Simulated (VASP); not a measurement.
# CaO (Lime) in VASP: further runs, part 2 of 2

VASP 6.6.1.

## 5. Single point, PBE

INCAR

```
PREC = Accurate
ENCUT = 520
EDIFF = 1E-6
ISMEAR = -1
SIGMA = 0.02
LREAL = F
LASPH = T
NELM = 60
ALGO = Normal
ISIF = 2
LWAVE = F
LCHARG = T
GGA = PE
LELF = T
LVHAR = T
NBANDS = 15
```

KPOINTS

```
Automatic mesh
0
Gamma
  10 10 10
```

POSCAR

```
CaO
1.0
    0.0000000000      2.3975473909      2.3975473909
    2.3975473909      0.0000000000      2.3975473909
    2.3975473909      2.3975473909      0.0000000000
Ca O
1 1
Direct
    0.0000000000      0.0000000000      0.0000000000
    0.5000000000      0.5000000000      0.5000000000
```

Potentials or basis: VASP PAW PBE potentials, release 64 (Ca_sv, O).

Started as:

```sh
$ cat potpaw_PBE.64/Ca_sv/POTCAR potpaw_PBE.64/O/POTCAR > POTCAR
$ mpirun -np 1 vasp_std > vasp.out
```

OUTCAR:

```text
PREC = Accurate
   ENCUT = 520
   EDIFF = 1E-6
   ISMEAR = -1
   LREAL = F
   LASPH = T
   NELM = 60
   ISIF = 2
   GGA = PE

 ion  position               nearest neighbor table
   1  0.000  0.000  0.000-   2 2.40   2 2.40   2 2.40   2 2.40   2 2.40   2 2.40
   2  0.500  0.500  0.500-   1 2.40   1 2.40   1 2.40   1 2.40   1 2.40   1 2.40

  LATTYP: Found a face centered cubic cell.
 ALAT       =     4.7950947818

  Lattice vectors:

 A1 = (   0.0000000000,   2.3975473909,   2.3975473909)
 A2 = (   2.3975473909,   0.0000000000,   2.3975473909)
 A3 = (   2.3975473909,   2.3975473909,   0.0000000000)

Analysis of symmetry for initial positions (statically):
=====================================================================
 Subroutine PRICEL returns:
 Original cell was already a primitive cell.

 Routine SETGRP: Setting up the symmetry group for a
 face centered cubic supercell.

 Subroutine GETGRP returns: Found 48 space group operations
 (whereof 48 operations were pure point group operations)
 out of a pool of 48 trial point group operations.

The static configuration has the point symmetry O_h .

Analysis of symmetry for dynamics (positions and initial velocities):
=====================================================================
 Subroutine PRICEL returns:
 Original cell was already a primitive cell.

 Routine SETGRP: Setting up the symmetry group for a
 face centered cubic supercell.

 Subroutine GETGRP returns: Found 48 space group operations
 (whereof 48 operations were pure point group operations)
 out of a pool of 48 trial point group operations.

The dynamic configuration has the point symmetry O_h .

 Subroutine INISYM returns: Found 48 space group operations
 (whereof 48 operations are pure point group operations),
 and found     1 'primitive' translations

----------------------------------------------------------------------------------------

                                     Primitive cell

[... 114 lines left out ...]
   LORBIT       =      0    0 simple, 1 ext, 2 COOP (PROOUT), +10 PAW based schemes
   GGA     = PE    functional components
   LHFCALC =     F    Hartree Fock is set to
   AEXX    =    0.0000 exact exchange contribution
   IVDW    =     0    specifies the selected vdW correction
   LEPSILON=     F    determine dielectric tensor
   LRPA    =     F    only Hartree local field effects (RPA)
 non-spin polarized calculation
  energy-cutoff  :      520.00
  volume of cell :       27.56
 maximum number of plane-waves:       757
 NGX is ok and might be reduce to    28
   NGX = 13   NGY = 13   NGZ = 13

 number of electron      15.9999997 magnetization

 Free energy of the ion-electron system (eV)
  ---------------------------------------------------
  ext. energy  EPLUGINS =         0.00000000
  ---------------------------------------------------
  free energy    TOTEN  =       -12.79770494 eV

  energy without entropy =      -12.79770494  energy(sigma->0) =      -12.79770494

 E-fermi :   2.9363     XC(G=0): -10.5098

 val. band max:        2.3904891389   @ k =   0.0000   0.0000   0.0000
 cond. band min:       6.0236001990   @ k =   0.5000   0.5000   0.0000
 fundamental gap:      3.6331110601
 Fermi energy:         2.9363002369

 k-point     1 :       0.0000    0.0000    0.0000
  band No.  band energies     occupation
      1     -35.2180      2.00000
      2     -15.9767      2.00000
      3     -15.9767      2.00000
      4     -15.9767      2.00000
      5     -13.1555      2.00000
      6       2.3905      2.00000
      7       2.3905      2.00000
      8       2.3905      2.00000
      9       7.1611      0.00000
     10       8.6330      0.00000
     11       8.6330      0.00000
     12       8.6330      0.00000
     13      10.1490      0.00000
     14      10.1490      0.00000
[... 401 lines left out ...]
      2     -16.6395      2.00000
      3     -16.1808      2.00000
      4     -16.1529      2.00000
      5     -12.6254      2.00000
      6       0.7080      2.00000
      7       1.8351      2.00000
      8       1.9357      2.00000
      9       6.6985      0.00000
     10      10.0905      0.00000
     11      11.2067      0.00000
     12      11.2953      0.00000
     13      11.4320      0.00000
     14      13.2631      0.00000
     15      18.0650      0.00000

 [... further k-points ...]
[... 5 lines left out ...]
  --------------------------------------------------------------------------------------
  -------------------------------------------------------------------------------------
  Total        0.5253058      0.5253058      0.5253058      0.0000000      0.0000000      0.0000000
  in kB       30.5345263     30.5345263     30.5345263      0.0000000      0.0000000      0.0000000
  external PRESSURE =      30.5345263 kB  Pullay stress =       0.0000000 kB

 VOLUME and BASIS-vectors are now :
 -----------------------------------------------------------------------------
  energy-cutoff  :      520.00
  volume of cell :       27.56
      direct lattice vectors                 reciprocal lattice vectors
     0.000000000  2.397547391  2.397547391    -0.208546451  0.208546451  0.208546451
     2.397547391  0.000000000  2.397547391     0.208546451 -0.208546451  0.208546451
     2.397547391  2.397547391  0.000000000     0.208546451  0.208546451 -0.208546451

 POSITION                                       TOTAL-FORCE (eV/Angst)
 -----------------------------------------------------------------------------------
      0.00000      0.00000      0.00000        -0.000000     -0.000000     -0.000000
      2.39755      2.39755      2.39755         0.000000      0.000000      0.000000
 -----------------------------------------------------------------------------------
    total drift:                                0.000000      0.000000      0.000000

  FREE ENERGIE OF THE ION-ELECTRON SYSTEM (eV)
  ---------------------------------------------------
  free  energy   TOTEN  =       -12.7977049384 eV

  energy  without entropy=      -12.7977049384  energy(sigma->0) =      -12.79770494
```

OSZICAR:

```text
N       E                     dE             d eps       ncg     rms          rms(c)
DAV:   1     0.125619441403E+03    0.12562E+03   -0.83590E+03  1410   0.109E+03
DAV:   2    -0.903702187584E+01   -0.13466E+03   -0.12463E+03  1774   0.291E+02
DAV:   3    -0.143675413814E+02   -0.53305E+01   -0.52931E+01  1690   0.602E+01
DAV:   4    -0.145089049477E+02   -0.14136E+00   -0.14128E+00  1968   0.888E+00
DAV:   5    -0.145103513126E+02   -0.14464E-02   -0.14463E-02  1677   0.856E-01    0.857E+00
DAV:   6    -0.128728426830E+02    0.16375E+01   -0.50676E+00  1600   0.221E+01    0.357E+00
DAV:   7    -0.128010989618E+02    0.71744E-01   -0.40445E-01  1620   0.660E+00    0.180E+00
DAV:   8    -0.127986168402E+02    0.24821E-02   -0.75131E-02  1816   0.295E+00    0.422E-01
DAV:   9    -0.127970776925E+02    0.15391E-02   -0.46129E-03  1466   0.571E-01    0.109E-01
DAV:  10    -0.127977289970E+02   -0.65130E-03   -0.71950E-04  1718   0.243E-01    0.415E-02
DAV:  11    -0.127977052581E+02    0.23739E-04   -0.49616E-05  1670   0.832E-02    0.705E-03
DAV:  12    -0.127977049384E+02    0.31970E-06   -0.71293E-06  1655   0.241E-02
   1 F= -.12797705E+02 E0= -.12797705E+02  d E =-.516324E-14
```

stdout:

```text
POSCAR found type information on POSCAR CaO
 POSCAR found :  2 types and       2 ions
 scaLAPACK will be used
 LDA part: xc-table for (Slater+PW92), standard interpolation
 POSCAR, INCAR and KPOINTS ok, starting setup
 FFT: planning ... GRIDC
 FFT: planning ... GRID_SOFT
 FFT: planning ... GRID
 WAVECAR not read
 entering main loop
```

Wall time 43 s (1 thread of Intel Xeon 8259CL, shared host); peak memory 0.17 GiB.

Results:

* Free energy: -12.7977 eV
* Pressure: 3.1 GPa
* Band gap on the k mesh: 3.63 eV, indirect (least direct gap 4.01 eV)

## 6. Single point, PBE (strain +0.7%)

INCAR

```
ALGO = Normal
EDIFF = 1E-7
ENCUT = 520
GGA = PE
ISIF = 2
ISMEAR = -1
LASPH = T
LCHARG = F
LREAL = F
LWAVE = F
NBANDS = 15
NELM = 80
PREC = Accurate
SIGMA = 0.02
```

KPOINTS

```
k-points
0
Gamma
  10 10 10
```

POSCAR

```
CaO
1.0
    0.0000000000      2.4145699774      2.4145699774
    2.4145699774      0.0000000000      2.4145699774
    2.4145699774      2.4145699774      0.0000000000
Ca O
1 1
Direct
    0.0000000000      0.0000000000      0.0000000000
    0.5000000000      0.5000000000      0.5000000000
```

Potentials or basis: VASP PAW PBE potentials, release 64 (Ca_sv, O).

Started as:

```sh
$ cat potpaw_PBE.64/Ca_sv/POTCAR potpaw_PBE.64/O/POTCAR > POTCAR
$ mpirun -np 1 vasp_std > vasp.out
```

OUTCAR:

```text
EDIFF = 1E-7
   ENCUT = 520
   GGA = PE
   ISIF = 2
   ISMEAR = -1
   LASPH = T
   LREAL = F
   NELM = 80
   PREC = Accurate

 ion  position               nearest neighbor table
   1  0.000  0.000  0.000-   2 2.41   2 2.41   2 2.41   2 2.41   2 2.41   2 2.41
   2  0.500  0.500  0.500-   1 2.41   1 2.41   1 2.41   1 2.41   1 2.41   1 2.41

  LATTYP: Found a face centered cubic cell.
 ALAT       =     4.8291399548

  Lattice vectors:

 A1 = (   0.0000000000,   2.4145699774,   2.4145699774)
 A2 = (   2.4145699774,   0.0000000000,   2.4145699774)
 A3 = (   2.4145699774,   2.4145699774,   0.0000000000)

Analysis of symmetry for initial positions (statically):
=====================================================================
 Subroutine PRICEL returns:
 Original cell was already a primitive cell.

 Routine SETGRP: Setting up the symmetry group for a
 face centered cubic supercell.

 Subroutine GETGRP returns: Found 48 space group operations
 (whereof 48 operations were pure point group operations)
 out of a pool of 48 trial point group operations.

The static configuration has the point symmetry O_h .

Analysis of symmetry for dynamics (positions and initial velocities):
=====================================================================
 Subroutine PRICEL returns:
 Original cell was already a primitive cell.

 Routine SETGRP: Setting up the symmetry group for a
 face centered cubic supercell.

 Subroutine GETGRP returns: Found 48 space group operations
 (whereof 48 operations were pure point group operations)
 out of a pool of 48 trial point group operations.

The dynamic configuration has the point symmetry O_h .

 Subroutine INISYM returns: Found 48 space group operations
 (whereof 48 operations are pure point group operations),
 and found     1 'primitive' translations

----------------------------------------------------------------------------------------

                                     Primitive cell

  volume of cell :      28.1546

  direct lattice vectors                    reciprocal lattice vectors
     0.000000000  2.414569977  2.414569977    -0.207076210  0.207076210  0.207076210
     2.414569977  0.000000000  2.414569977     0.207076210 -0.207076210  0.207076210
     2.414569977  2.414569977  0.000000000     0.207076210  0.207076210 -0.207076210

  length of vectors
     3.414717609  3.414717609  3.414717609     0.358666517  0.358666517  0.358666517

  position of ions in fractional coordinates (direct lattice)
     0.000000000  0.000000000  0.000000000
     0.500000000  0.500000000  0.500000000

  ion indices of the primitive-cell ions
   primitive index   ion index
                 1           1
                 2           2

----------------------------------------------------------------------------------------

 KPOINTS: k-points

Automatic generation of k-mesh.
 Grid dimensions read from file:
 generate k-points for:   10   10   10

 Generating k-lattice:

  Cartesian coordinates                     Fractional coordinates (reciprocal lattice)
    -0.020707621  0.020707621  0.020707621     0.100000000  0.000000000  0.000000000
     0.020707621 -0.020707621  0.020707621     0.000000000  0.100000000  0.000000000
     0.020707621  0.020707621 -0.020707621     0.000000000  0.000000000  0.100000000

  Length of vectors
     0.035866652  0.035866652  0.035866652

  Shift w.r.t. Gamma in fractional coordinates (k-lattice)
     0.000000000  0.000000000  0.000000000

 Subroutine IBZKPT returns following result:
 ===========================================

 Found     47 irreducible k-points:

 Following reciprocal coordinates:
            Coordinates               Weight
  0.000000  0.000000  0.000000      1.000000
  0.100000  0.000000  0.000000      8.000000
  0.200000  0.000000  0.000000      8.000000
  0.300000  0.000000  0.000000      8.000000
  0.400000  0.000000  0.000000      8.000000
  0.500000  0.000000  0.000000      4.000000
[... 16 lines left out ...]
  0.300000  0.300000  0.000000      6.000000
  0.400000  0.300000  0.000000     24.000000
 [... further k-points ...]
   k-points           NKPTS =     47   k-points in BZ     NKDIM =     47   number of bands    NBANDS=     15
   number of dos      NEDOS =    301   number of ions     NIONS =      2
   total plane-waves  NPLWV =  21952
   dimension x,y,z NGX =    28 NGY =   28 NGZ =   28
   dimension x,y,z NGXF=    56 NGYF=   56 NGZF=   56
   ions per type =               1   1
   NGX,Y,Z   is equivalent  to a cutoff of  13.63, 13.63, 13.63 a.u.
   NGXF,Y,Z  is equivalent  to a cutoff of  27.26, 27.26, 27.26 a.u.
 SYSTEM =  unknown system
   PREC   = accura    normal or accurate (medium, high low for compatibility)
   ISTART =      0    job   : 0-new  1-cont  2-samecut
   ICHARG =      2    charge: 1-file 2-atom 10-const
   ISPIN  =      1    spin polarized calculation?
   LNONCOLLINEAR =      F non collinear calculations
   LSORBIT =      F    spin-orbit coupling
   LASPH  =      T    aspherical Exc in radial PAW
   ENCUT  =  520.0 eV  38.22 Ry    6.18 a.u.   6.35  6.35  6.35*2*pi/ulx,y,z
   NELM   =     80;   NELMIN=  2; NELMDL= -5     # of ELM steps
   EDIFF  = 0.1E-06   stopping-criterion for ELM
   LREAL  =      F    real-space projection
   EDIFFG = 0.1E-05   stopping-criterion for IOM
   NSW    =      0    number of steps for IOM
   IBRION =     -1    ionic relax: 0-MD 1-quasi-New 2-CG
   NFREE  =      0    steps in history (QN), initial steepest desc. (CG)
   ISIF   =      2    stress and relaxation
   ISYM   =      2    0-nonsym 1-usesym 2-fastsym
   POTIM  = 0.5000    time-step for ionic-motion
   TEBEG  =    0.0;   TEEND  =   0.0 temperature during run
   PSTRESS=    0.0 pullay stress
   NELECT =      16.0000    total number of electrons
   NUPDOWN=      -1.0000    fix difference up-down
   EMIN   =  10.00;   EMAX   =-10.00  energy-range for DOS
   EFERMI =   0.00;   METHOD = LEGACY
   ISMEAR =    -1;   SIGMA  =   0.02  broadening in eV -4-tet -1-fermi 0-gaus
   EFERMI_NEDOS =   21; number of points for ismear=-14 and -15
   IALGO  =     38    algorithm
   IMIX   =      4    mixing-type and parameters
     AMIX     =   0.40;   BMIX     =  1.00
     AMIX_MAG =   1.60;   BMIX_MAG =  1.00
  volume/ion in A,a.u.               =      14.08        95.00
  Fermi-wavevector in a.u.,A,eV,Ry     =   1.356017  2.562500 25.018137  1.838781
  Thomas-Fermi vector in A             =   2.483055
   LORBIT       =      0    0 simple, 1 ext, 2 COOP (PROOUT), +10 PAW based schemes
   GGA     = PE    functional components
   LHFCALC =     F    Hartree Fock is set to
   AEXX    =    0.0000 exact exchange contribution
   IVDW    =     0    specifies the selected vdW correction
   LEPSILON=     F    determine dielectric tensor
   LRPA    =     F    only Hartree local field effects (RPA)
 non-spin polarized calculation
  energy-cutoff  :      520.00
  volume of cell :       28.15
 maximum number of plane-waves:       769
 NGX is ok and might be reduce to    28
   NGX = 13   NGY = 13   NGZ = 13

 number of electron      15.9999999 magnetization

 Free energy of the ion-electron system (eV)
  ---------------------------------------------------
  ext. energy  EPLUGINS =         0.00000000
  ---------------------------------------------------
  free energy    TOTEN  =       -12.80517769 eV

  energy without entropy =      -12.80517769  energy(sigma->0) =      -12.80517769

 E-fermi :   2.7672     XC(G=0): -10.4068

 val. band max:        2.2697487774   @ k =   0.0000   0.0000   0.0000
 cond. band min:       5.9091955574   @ k =   0.5000   0.5000   0.0000
 fundamental gap:      3.6394467800
 Fermi energy:         2.7672462849

 k-point     1 :       0.0000    0.0000    0.0000
  band No.  band energies     occupation
      1     -35.4249      2.00000
      2     -16.1988      2.00000
      3     -16.1988      2.00000
      4     -16.1988      2.00000
      5     -13.2352      2.00000
      6       2.2697      2.00000
      7       2.2697      2.00000
      8       2.2697      2.00000
      9       6.8690      0.00000
     10       8.4605      0.00000
     11       8.4605      0.00000
     12       8.4605      0.00000
     13       9.9396      0.00000
     14       9.9396      0.00000
     15      17.2529      0.00000
[... 397 lines left out ...]
 k-point    24 :       0.4000    0.3000    0.0000
  band No.  band energies     occupation
      1     -35.3237      2.00000
      2     -16.8079      2.00000
      3     -16.3886      2.00000
      4     -16.3629      2.00000
      5     -12.7364      2.00000
      6       0.6048      2.00000
      7       1.7196      2.00000
      8       1.8187      2.00000
      9       6.5683      0.00000
     10       9.8068      0.00000
     11      10.9657      0.00000
     12      11.0441      0.00000
     13      11.1830      0.00000
     14      12.9448      0.00000
     15      17.6539      0.00000

 [... further k-points ...]
[... 5 lines left out ...]
  --------------------------------------------------------------------------------------
  -------------------------------------------------------------------------------------
  Total        0.1174171      0.1174171      0.1174171      0.0000000     -0.0000000      0.0000000
  in kB        6.6817861      6.6817861      6.6817861      0.0000000     -0.0000000      0.0000000
  external PRESSURE =       6.6817861 kB  Pullay stress =       0.0000000 kB

 VOLUME and BASIS-vectors are now :
 -----------------------------------------------------------------------------
  energy-cutoff  :      520.00
  volume of cell :       28.15
      direct lattice vectors                 reciprocal lattice vectors
     0.000000000  2.414569977  2.414569977    -0.207076210  0.207076210  0.207076210
     2.414569977  0.000000000  2.414569977     0.207076210 -0.207076210  0.207076210
     2.414569977  2.414569977  0.000000000     0.207076210  0.207076210 -0.207076210

 POSITION                                       TOTAL-FORCE (eV/Angst)
 -----------------------------------------------------------------------------------
      0.00000      0.00000      0.00000         0.000000      0.000000      0.000000
      2.41457      2.41457      2.41457        -0.000000     -0.000000     -0.000000
 -----------------------------------------------------------------------------------
    total drift:                                0.000000      0.000000      0.000000

  FREE ENERGIE OF THE ION-ELECTRON SYSTEM (eV)
  ---------------------------------------------------
  free  energy   TOTEN  =       -12.8051776890 eV

  energy  without entropy=      -12.8051776890  energy(sigma->0) =      -12.80517769
```

stdout:

```text
POSCAR found type information on POSCAR CaO
 POSCAR found :  2 types and       2 ions
 scaLAPACK will be used
 LDA part: xc-table for (Slater+PW92), standard interpolation
 POSCAR, INCAR and KPOINTS ok, starting setup
 FFT: planning ... GRIDC
 FFT: planning ... GRID_SOFT
 FFT: planning ... GRID
 WAVECAR not read
 entering main loop
```

Run time: 48 s. Hardware: 1 thread of Intel Xeon 8259CL, shared host; peak memory 0.17 GiB.

What came out:

| Item | Value |
| --- | --- |
| Free energy | -12.8052 eV |
| Pressure | 0.7 GPa |
| Band gap on the k mesh | 3.64 eV, indirect (least direct gap 4.02 eV) |

Caveat: the cell differs from its parent crystal (strain +0.7%). A k mesh can miss the band edges.

## 7. The runs side by side

| cell | k mesh | smearing | gap on the mesh (eV) | pressure (GPa) |
| --- | --- | --- | --- | --- |
| a = 3.391 Å, angles 60.0°, 2 atoms | 6 × 6 × 6 | gaussian 0.01 eV | 3.63 | 3.1 |
| a = 3.560 Å, angles 60.0°, 2 atoms | 6 × 6 × 6 | gaussian 0.01 eV | 3.63 | -9.7 |
| a = 3.454, b = 3.391 Å, angles 60.6, 58.8, 60.6°, 2 atoms | 6 × 6 × 6 | gaussian 0.01 eV | 3.59 | -0.6 |
| a = 3.391 Å, angles 60.0°, 2 atoms | 10 × 10 × 10 | fermi-dirac 0.02 eV | 3.63 | 3.1 |
| a = 3.415 Å, angles 60.0°, 2 atoms | 10 × 10 × 10 | fermi-dirac 0.02 eV | 3.64 | 0.7 |

Alike in all rows: task single point; level PBE; potentials or basis VASP PAW PBE potentials, release 64 (Ca_sv, O); no spin polarisation; cutoff (eV) 520.

Absolute energies hang on the potentials; compare differences alone.
